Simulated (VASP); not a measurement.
# GaN (F-43m) in VASP: settings compared, part 2 of 2

VASP 6.6.1.

## (4) Single point, HSE06

Contents of POSCAR:

```
GaN
1.0
    0.0000000000      2.2489526566      2.2489526566
    2.2489526566      0.0000000000      2.2489526566
    2.2489526566      2.2489526566      0.0000000000
Ga N
1 1
Direct
    0.0000000000      0.0000000000      0.0000000000
    0.2500000000      0.2500000000      0.2500000000
```

Contents of INCAR.step1:

```
PREC = Accurate
ENCUT = 520
EDIFF = 1E-5
ISMEAR = -1
SIGMA = 0.02
LREAL = False
LASPH = True
NELM = 60
ALGO = Normal
ISIF = 2
LWAVE = True
GGA = PE
NBANDS = 16
```

Contents of INCAR.step2:

```
PREC = Accurate
ENCUT = 520
EDIFF = 1E-6
ISMEAR = -1
SIGMA = 0.02
LREAL = False
LASPH = True
NELM = 60
ALGO = Normal
ISIF = 2
LWAVE = False
LCHARG = True
GGA = PE
LHFCALC = True
HFSCREEN = 0.2079
PRECFOCK = Normal
LELF = True
LVHAR = True
ISTART = 1
NBANDS = 16
```

Contents of KPOINTS:

```
regular mesh
0
Gamma
  6 6 6
```

Potentials or basis: VASP PAW PBE potentials, release 64 (Ga_d, N).

Run with:

```sh
> cat potpaw_PBE.64/Ga_d/POTCAR potpaw_PBE.64/N/POTCAR > POTCAR
> cp INCAR.step1 INCAR
> mpirun -np 1 vasp_std > vasp.out
> cp INCAR.step2 INCAR
> mpirun -np 1 vasp_std > vasp.out
```

OUTCAR:

```text
PREC = Accurate
   ENCUT = 520
   EDIFF = 1E-6
   ISMEAR = -1
   LREAL = False
   LASPH = True
   NELM = 60
   ISIF = 2
   GGA = PE
   LHFCALC = True
   HFSCREEN = 0.2079
   PRECFOCK = Normal
   ISTART = 1

 ion  position               nearest neighbor table
   1  0.000  0.000  0.000-   2 1.95   2 1.95   2 1.95   2 1.95
   2  0.250  0.250  0.250-   1 1.95   1 1.95   1 1.95   1 1.95

  LATTYP: Found a face centered cubic cell.
[... 489 lines left out ...]
     16      29.7476      0.00000

------------------------ aborting loop because EDIFF is reached ----------------------------------------

  FORCE on cell =-STRESS in cart. coord.  units (eV):
  Direction    XX          YY          ZZ          XY          YZ          ZX
  --------------------------------------------------------------------------------------
  -------------------------------------------------------------------------------------
  Total       -0.0118628     -0.0118628     -0.0118628     -0.0000000      0.0000000      0.0000000
  in kB       -0.8354657     -0.8354657     -0.8354657     -0.0000000      0.0000000      0.0000000
  external PRESSURE =      -0.8354657 kB  Pullay stress =       0.0000000 kB

 VOLUME and BASIS-vectors are now :
 -----------------------------------------------------------------------------
  energy-cutoff  :      520.00
  volume of cell :       22.75
      direct lattice vectors                 reciprocal lattice vectors
     0.000000000  2.248952657  2.248952657    -0.222325712  0.222325712  0.222325712
     2.248952657  0.000000000  2.248952657     0.222325712 -0.222325712  0.222325712
     2.248952657  2.248952657  0.000000000     0.222325712  0.222325712 -0.222325712

 POSITION                                       TOTAL-FORCE (eV/Angst)
 -----------------------------------------------------------------------------------
      0.00000      0.00000      0.00000        -0.000000     -0.000000      0.000000
      1.12448      1.12448      1.12448         0.000000      0.000000     -0.000000
 -----------------------------------------------------------------------------------
    total drift:                               -0.000018     -0.000018     -0.000015

  FREE ENERGIE OF THE ION-ELECTRON SYSTEM (eV)
  ---------------------------------------------------
  free  energy   TOTEN  =       -14.7383344342 eV

  energy  without entropy=      -14.7383344342  energy(sigma->0) =      -14.73833443
```

OUTCAR.step1:

```text
PREC = Accurate
   ENCUT = 520
   EDIFF = 1E-5
   ISMEAR = -1
   LREAL = False
[... 514 lines left out ...]
      0.00000      0.00000      0.00000         0.000000      0.000000      0.000000
      1.12448      1.12448      1.12448        -0.000000     -0.000000     -0.000000
 -----------------------------------------------------------------------------------
    total drift:                                0.000001      0.000001      0.000001

  FREE ENERGIE OF THE ION-ELECTRON SYSTEM (eV)
  ---------------------------------------------------
  free  energy   TOTEN  =       -12.1337828340 eV

  energy  without entropy=      -12.1337828340  energy(sigma->0) =      -12.13378283
```

OSZICAR.step1:

```text
N       E                     dE             d eps       ncg     rms          rms(c)
DAV:   1     0.809136934897E+02    0.80914E+02   -0.91759E+03   584   0.199E+03
DAV:   2    -0.811911937153E+01   -0.89033E+02   -0.82596E+02   560   0.330E+02
DAV:   3    -0.140821135478E+02   -0.59630E+01   -0.59402E+01   624   0.718E+01
DAV:   4    -0.141471478466E+02   -0.65034E-01   -0.65026E-01   624   0.801E+00
DAV:   5    -0.141479161189E+02   -0.76827E-03   -0.76827E-03   600   0.813E-01    0.774E+00
DAV:   6    -0.121326259855E+02    0.20153E+01   -0.49323E+00   768   0.399E+01    0.268E+00
DAV:   7    -0.121412950955E+02   -0.86691E-02   -0.31860E-01   560   0.652E+00    0.177E+00
DAV:   8    -0.121374670505E+02    0.38280E-02   -0.55274E-02   616   0.323E+00    0.766E-01
DAV:   9    -0.121335300137E+02    0.39370E-02   -0.13820E-02   768   0.272E+00    0.195E-01
DAV:  10    -0.121338732367E+02   -0.34322E-03   -0.15045E-03   592   0.549E-01    0.934E-02
DAV:  11    -0.121337776934E+02    0.95543E-04   -0.27570E-04   736   0.250E-01    0.933E-03
DAV:  12    -0.121337828340E+02   -0.51405E-05   -0.29869E-05   600   0.509E-02
   1 F= -.12133783E+02 E0= -.12133783E+02  d E =-.895397E-12
```

It took 16 min on 1 thread of Intel Xeon Platinum 8488C (Sapphire Rapids), shared host; peak memory 0.25 GiB.

What came out:

- Free energy: -14.7383 eV
- Pressure: -0.1 GPa
- Band gap on the k mesh: 3.02 eV

Levels at points of the mesh, in eV from the valence-band top:
```csv
k point,band 6,band 7,band 8,band 9,band 10,band 11,band 12,band 13
"(0.00, 0.00, 0.00)",-15.25,0.00,0.00,0.00,3.02,11.96,11.96,11.96
"(0.50, 0.00, 0.00)",-13.61,-7.58,-1.05,-1.05,6.13,10.45,11.94,11.94
"(0.50, 0.50, 0.00)",-13.05,-6.59,-2.93,-2.93,4.45,8.19,13.63,16.10
```

Caveat: the PAW data sets were made with another functional, which shifts forces and pressure a little.

## (5) Summary

| level | smearing | screening parameter | gap on the mesh (eV) | pressure (GPa) |
| --- | --- | --- | --- | --- |
| HSE06 | gaussian 0.01 eV | 0.2079 1/Å | 3.02 | -0.1 |
| PBE0 | gaussian 0.01 eV | - | 3.75 | -0.2 |
| HSE06 | fermi-dirac 0.02 eV | 0.2079 1/Å | 3.02 | -0.1 |

Alike in all rows: task single point; potentials or basis VASP PAW PBE potentials, release 64 (Ga_d, N); no spin polarisation; cell as given; k mesh 6 × 6 × 6; cutoff (eV) 520.

On the cell as given the gap runs from 3.02 eV (HSE06) to 3.75 eV (PBE0).

Caveats: the PAW data sets were made with another functional, which shifts forces and pressure a little.

Total energies depend on the potentials used, so only differences within one code and one set of settings carry meaning.
